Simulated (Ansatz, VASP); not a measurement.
One calculation of Zn2GeN3, two programs

```xyz
6
Lattice="2.5528 -4.8785 0.0000 2.5528 4.8785 0.0000 0.0000 0.0000 3.0419" Properties=species:S:1:pos:R:3 pbc="T T T"
Zn    1.2764    2.4393    1.5210
Zn    1.2764   -2.4393    1.5210
Ge    2.5528    0.0000    0.0000
N     2.5528    1.7741    0.0000
N     2.5528   -1.7741    0.0000
N     0.0000    0.0000    1.5210
```

Change from the starting cell: species swapped into the CeAl2Cu3 type (Cmmm, No. 65).

Alike in both runs: functional PBE; k mesh 4 × 4 × 6; occupations gaussian, width 0.1 eV; no spin polarisation.

Ansatz relaxed the structure, and its values are those at the end. VASP's run is a single point on that final structure, the one shown.

```csv
,VASP,Ansatz
version,VASP 6.6.1,Ansatz 0.2.0
potentials or method,"VASP PAW PBE potentials, release 64 (Zn, Ge_d, N), cutoff 520 eV","scalar-relativistic, plane waves, PAW"
valence electrons in the cell,53,53
```

VASP gave:

* gap on the k mesh at the Fermi level (eV): none
* pressure (GPa): 0.3
* rms of the force components (eV/Å): 0.040

Question: Which values does Ansatz return?

Answer: gap on the k mesh at the Fermi level (eV): none; pressure (GPa): 0.1; rms of the force components (eV/Å): 0.007.

A gap of «none» marks a metal or a gap that the smearing closes.
